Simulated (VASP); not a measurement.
# FeO (R-3m) in VASP: a series of runs, part 2 of 2

VASP 6.6.1.

### Step 4. Density of states, LDA+U, collinear spin, ferromagnetic start

POSCAR

```
FeO
1.0
    1.5176821100      0.8762341800      2.5157945800
   -1.5176821100      0.8762341800      2.5157945800
    0.0000000000     -1.7524683500      2.5157945800
Fe O
1 1
Direct
    0.0000000000      0.0000000000      0.0000000000
    0.5000000000      0.5000000000      0.5000000000
```

INCAR.step1

```
SYSTEM = FeO
ALGO     = Normal         ! electronic algorithm
EDIFF    = 1E-6           ! SCF threshold, eV
ENCUT    = 520            ! plane-wave cutoff, eV
GGA_COMPAT= .False.      
ISIF     = 2              ! what is computed and relaxed
ISMEAR   = -1             ! smearing method
ISPIN    = 2              ! spin polarisation
LASPH    = .True.         ! aspherical terms in the spheres
LCHARG   = .True.         ! write CHGCAR
LDAU     = .True.         ! DFT+U
LDAUJ    = 0 0          
LDAUL    = 2 -1           ! shell
LDAUPRINT= 1            
LDAUTYPE = 2            
LDAUU    = 2 0            ! U, eV
LMAXMIX  = 4              ! l up to which the mixer works
LORBIT   = 11             ! projections on sites
LREAL    = .False.        ! projectors in reciprocal space
LWAVE    = .False.        ! write WAVECAR
MAGMOM   = 3 0            ! initial moments
NBANDS   = 22             ! bands
NEDOS    = 2001           ! points of the DOS
NELM     = 200            ! most SCF steps
PREC     = Accurate       ! precision mode
SIGMA    = 0.05           ! smearing width, eV
```

KPOINTS.step1

```
k-points
0
Gamma
  11 11 11
  0 0 0
```

INCAR.step2

```
SYSTEM = FeO
ALGO     = Normal         ! electronic algorithm
EDIFF    = 1E-6           ! SCF threshold, eV
ENCUT    = 520            ! plane-wave cutoff, eV
GGA_COMPAT= .False.      
ICHARG   = 11             ! starting density
ISIF     = 2              ! what is computed and relaxed
ISMEAR   = -5             ! smearing method
ISPIN    = 2              ! spin polarisation
LASPH    = .True.         ! aspherical terms in the spheres
LCHARG   = .False.        ! write CHGCAR
LDAU     = .True.         ! DFT+U
LDAUJ    = 0 0          
LDAUL    = 2 -1           ! shell
LDAUPRINT= 1            
LDAUTYPE = 2            
LDAUU    = 2 0            ! U, eV
LMAXMIX  = 4              ! l up to which the mixer works
LORBIT   = 11             ! projections on sites
LREAL    = .False.        ! projectors in reciprocal space
LWAVE    = .False.        ! write WAVECAR
MAGMOM   = 3 0            ! initial moments
NEDOS    = 1001           ! points of the DOS
NELM     = 200            ! most SCF steps
PREC     = Accurate       ! precision mode
SIGMA    = 0.05           ! smearing width, eV
```

KPOINTS.step2

```
k-points
0
Gamma
  17 17 17
  0 0 0
```

Potentials or basis: VASP PAW LDA potentials, release 64 (Fe_sv, O).

Run with:

```sh
> cat potpaw_LDA.64/Fe_sv/POTCAR potpaw_LDA.64/O/POTCAR > POTCAR
> cp INCAR.step1 INCAR
> cp KPOINTS.step1 KPOINTS
> mpirun -np 1 vasp_std > vasp.out
> cp INCAR.step2 INCAR
> cp KPOINTS.step2 KPOINTS
> mpirun -np 1 vasp_std > vasp.out
```

OUTCAR:

```text
SYSTEM = FeO
   EDIFF = 1E-6
   ENCUT = 520
   ICHARG = 11
   ISIF = 2
   ISMEAR = -5
   ISPIN = 2
   LASPH = .True.
   LORBIT = 11
   LREAL = .False.
   NELM = 200
   PREC = Accurate

 ion  position               nearest neighbor table
   1  0.000  0.000  0.000-   2 2.16   2 2.16   2 2.16   2 2.16   2 2.16   2 2.16
   2  0.500  0.500  0.500-   1 2.16   1 2.16   1 2.16   1 2.16   1 2.16   1 2.16

  LATTYP: Found a trigonal (rhomboedric) cell.
 ALAT       =     3.0660019070
 COS(alpha) =     0.5099427872

  Lattice vectors:

 A1 = (   1.5176821100,   0.8762341800,   2.5157945800)
 A2 = (  -1.5176821100,   0.8762341800,   2.5157945800)
[... 1213 lines left out ...]
 VOLUME and BASIS-vectors are now :
 -----------------------------------------------------------------------------
  energy-cutoff  :      520.00
  volume of cell :       20.07
      direct lattice vectors                 reciprocal lattice vectors
     1.517682110  0.876234180  2.515794580     0.329449755  0.190207905  0.132496244
    -1.517682110  0.876234180  2.515794580    -0.329449755  0.190207905  0.132496244
     0.000000000 -1.752468350  2.515794580     0.000000000 -0.380415809  0.132496245

 POSITION                                       TOTAL-FORCE (eV/Angst)
 -----------------------------------------------------------------------------------
      0.00000      0.00000      0.00000         0.000000     -0.000000     -0.000000
      0.00000      0.00000      3.77369        -0.000000      0.000000      0.000000
 -----------------------------------------------------------------------------------
    total drift:                               -0.000000     -0.000000     -0.000000

  FREE ENERGIE OF THE ION-ELECTRON SYSTEM (eV)
  ---------------------------------------------------
  free  energy   TOTEN  =       -15.2313432197 eV

  energy  without entropy=      -15.2313432197  energy(sigma->0) =      -15.23134322

 total charge

# of ion       s       p       d       tot
------------------------------------------
    1        2.106   5.992   5.503  13.601
    2        1.541   3.423   0.000   4.964
--------------------------------------------------
tot          3.647   9.415   5.503  18.565

 magnetization (x)

# of ion       s       p       d       tot
------------------------------------------
    1        0.013   0.010   3.498   3.521
    2        0.028   0.243   0.000   0.271
--------------------------------------------------
tot          0.041   0.253   3.498   3.792
```

OUTCAR.step1:

```text
SYSTEM = FeO
   EDIFF = 1E-6
   ENCUT = 520
   ISIF = 2
   ISMEAR = -1
   ISPIN = 2
   LASPH = .True.
   LORBIT = 11
   LREAL = .False.
   NELM = 200
   PREC = Accurate

[... 1484 lines left out ...]

 total charge

# of ion       s       p       d       tot
------------------------------------------
    1        2.106   5.992   5.503  13.601
    2        1.542   3.423   0.000   4.964
--------------------------------------------------
tot          3.648   9.415   5.503  18.566

 magnetization (x)

# of ion       s       p       d       tot
------------------------------------------
    1        0.014   0.010   3.498   3.521
    2        0.028   0.243   0.000   0.271
--------------------------------------------------
tot          0.041   0.253   3.498   3.792
```

OSZICAR.step1:

```text
N       E                     dE             d eps       ncg     rms          rms(c)
DAV:   1     0.282926148616E+03    0.28293E+03   -0.12068E+04 13636   0.130E+03
DAV:   2    -0.245278012555E+01   -0.28538E+03   -0.26997E+03 13268   0.443E+02
DAV:   3    -0.169295587532E+02   -0.14477E+02   -0.14351E+02 15508   0.114E+02
DAV:   4    -0.171473752359E+02   -0.21782E+00   -0.21778E+00 14348   0.154E+01
DAV:   5    -0.171526551317E+02   -0.52799E-02   -0.52797E-02 15608   0.246E+00    0.167E+01
DAV:   6    -0.154709760151E+02    0.16817E+01   -0.15086E+01 20708   0.553E+01    0.264E+01
DAV:   7    -0.152840887795E+02    0.18689E+00   -0.17698E+00 17704   0.269E+01    0.118E+01
DAV:   8    -0.152555481579E+02    0.28541E-01   -0.14981E-01 17534   0.430E+00    0.583E+00
DAV:   9    -0.152348005451E+02    0.20748E-01   -0.27486E-02 15080   0.235E+00    0.113E+00
DAV:  10    -0.152354026431E+02   -0.60210E-03   -0.25947E-03 16116   0.572E-01    0.152E-01
DAV:  11    -0.152355733117E+02   -0.17067E-03   -0.10408E-04 16232   0.120E-01    0.648E-02
DAV:  12    -0.152355816671E+02   -0.83554E-05   -0.80400E-06 16440   0.353E-02    0.400E-02
DAV:  13    -0.152355876226E+02   -0.59555E-05   -0.36931E-06 14588   0.217E-02    0.120E-02
DAV:  14    -0.152355878615E+02   -0.23886E-06   -0.32941E-07  8974   0.588E-03
   1 F= -.15235588E+02 E0= -.15230094E+02  d E =-.109882E-01  mag=     4.0014
```

It took 91 s on 1 thread of Intel Xeon 6975P-C (Granite Rapids), shared host; peak memory 0.35 GiB.

Results:

```yaml
Net_moment: 4.00 μB per cell
Site_moments: Fe +3.52; O +0.27 μB
Valence_electrons_inside_the_program's_atomic_spheres: Fe 13.60; O 4.96
```

Eigenvalues of the final occupation matrices:
```
    site  spin  trace               eigenvalues
site 1 d     1   4.52  0.89 0.89 0.89 0.92 0.92
site 1 d     2   1.01  0.10 0.10 0.27 0.28 0.28
```

Caveat: a cell with one magnetic atom can't hold antiferromagnetic order, which such compounds often take. The state reached can hang on the start; a lower one may exist.

### Step 5. Overview

```csv
level,potentials or basis,U,second run,moment (μB)
LDA,"VASP PAW LDA potentials, release 64 (Fe, O)",-,-,3.99
LDA+U,"VASP PAW LDA potentials, release 64 (Fe, O)",Fe d U = 2.0 eV,-,4.00
LDA+U,"VASP PAW LDA potentials, release 64 (Fe_sv, O)",Fe d U = 2.0 eV,valence_matched,4.00
```

Alike in all rows: task density of states; spin collinear, ferromagnetic start; cell as given; k mesh 11 × 11 × 11; cutoff (eV) 520; smearing fermi-dirac 0.05 eV.

Caveats: a cell with one magnetic atom can't hold antiferromagnetic order, which such compounds often take; semilocal functionals often make such compounds metallic where correlation or magnetic order opens a gap, which also shifts bond lengths (some runs).

Total energies depend on the potentials used, so only differences within one code and one set of settings carry meaning.
